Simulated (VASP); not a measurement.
Input of a VASP 6.6.1 run:

Contents of INCAR:

```
SYSTEM = Li2ZnO2
PREC     = Accurate       ! precision mode
ENCUT    = 520            ! plane-wave cutoff, eV
EDIFF    = 1E-7           ! SCF threshold, eV
ISMEAR   = 0              ! smearing method
SIGMA    = 0.1            ! smearing width, eV
LREAL    = .False.        ! projectors in reciprocal space
LASPH    = .True.         ! aspherical terms in the spheres
NELM     = 80             ! most SCF steps
ALGO     = Normal         ! electronic algorithm
ISIF     = 2              ! what is computed and relaxed
LWAVE    = .False.        ! write WAVECAR
LCHARG   = .False.        ! write CHGCAR
GGA      = PE             ! functional
NBANDS   = 41             ! bands
```

File KPOINTS:

```
Automatic mesh
0
Gamma
  4 4 6
  0 0 0
```

The input POSCAR:

```
Li2ZnO2
1.0
    6.1517773400      0.0000000000      0.0000000000
    0.0000000000      6.1517773400      0.0000000000
    0.0000000000      0.0000000000      3.5163638000
Li Zn O
4 2 4
Direct
    0.6812019900      0.1812019900      0.5000000000
    0.3187980100      0.8187980100      0.5000000000
    0.1812019900      0.3187980100      0.5000000000
    0.8187980100      0.6812019900      0.5000000000
    0.5000000000      0.5000000000      0.0000000000
    0.0000000000      0.0000000000      0.0000000000
    0.1142020100      0.6142020100      0.0000000000
    0.8857979900      0.3857979900      0.0000000000
    0.6142020100      0.8857979900      0.0000000000
    0.3857979900      0.1142020100      0.0000000000
```

Potentials or basis: VASP PAW PBE potentials, release 64 (Li_sv, Zn, O).

Launch:

```bash
$ cat potpaw_PBE.64/Li_sv/POTCAR potpaw_PBE.64/Zn/POTCAR potpaw_PBE.64/O/POTCAR > POTCAR
$ mpirun -np 1 vasp_std > vasp.out
```

Task: Estimate the band gap on the k mesh.

Result: Zero (bands 30 and 31 overlap by 0.26 eV).

Task: Predict the largest force.

Result: 1.824 eV/Å.

Forces in eV/Å, atoms in the order of the input:
```
Li  -0.375 -0.375  0.000
Li   0.375  0.375  0.000
Li  -0.375  0.375  0.000
Li   0.375 -0.375  0.000
Zn   0.000  0.000  0.000
Zn   0.000  0.000  0.000
O    1.290  1.290  0.000
O   -1.290 -1.290  0.000
O    1.290 -1.290  0.000
O   -1.290  1.290  0.000
```

Caveat: semilocal functionals underestimate gaps, and a narrow one can read as zero; forces of over 1 eV/Å act on the atoms, so gaps and moduli don't describe the material at rest.
